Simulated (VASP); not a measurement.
## LiB2C2: single point with PBE

Crystal: LiB2C2.

```
Li B C
1.0
     2.71464    0.00000    0.00000
    -1.35732    2.35095    0.00000
     0.00000    0.00000    7.11805
Li B C
1 2 2
Direct
  0.00000 0.00000 0.50000
  0.34290 0.68581 0.74981
  0.66667 0.33333 0.25019
  0.33333 0.66667 0.25822
  0.66667 0.33333 0.74178
```

This cell differs from its parent crystal: one atom moved.

* Program: VASP 6.6.1
* Task: single point
* Functional: PBE
* Potentials or basis: VASP PAW PBE potentials, release 64 (Li_sv, B, C)
* Cutoff: 520 eV
* k mesh: 15 × 15 × 6
* Occupations: gaussian, width 0.1 eV
* Spin: no spin polarisation
* Dipole correction: no
* Further INCAR settings: ALGO = Normal; EDIFF = 1e-07; NBANDS = 16

```
Largest force          : 0.643 eV/Å
Band gap on the k mesh : zero (an odd number of electrons rules out a gap without spin polarisation)
```

Forces on the atoms (eV/Å):
```
Li   0.000  0.028  0.004
B    0.000 -0.643 -0.015
B    0.000  0.012  0.010
C    0.000 -0.014  0.010
C    0.000  0.618 -0.009
```

Levels at points of the mesh, in eV from the Fermi level:
```tsv
k point	band 6	band 7	band 8	band 9	band 10	band 11	band 12	band 13
(0.00, 0.00, 0.00)	0.18	0.55	0.56	1.01	5.05	9.42	9.93	10.07
(0.00, 0.00, 0.50)	0.18	0.55	0.56	1.01	7.33	7.60	9.44	9.95
```

Run time: 3.7 min on 1 thread of Intel(R) Xeon(R) Platinum 8259CL CPU @ 2.50GHz (Skylake/Cascade Lake) (shared host), peak memory 0.34 GiB.

Caveat: the cell differs from its parent crystal (one atom moved).
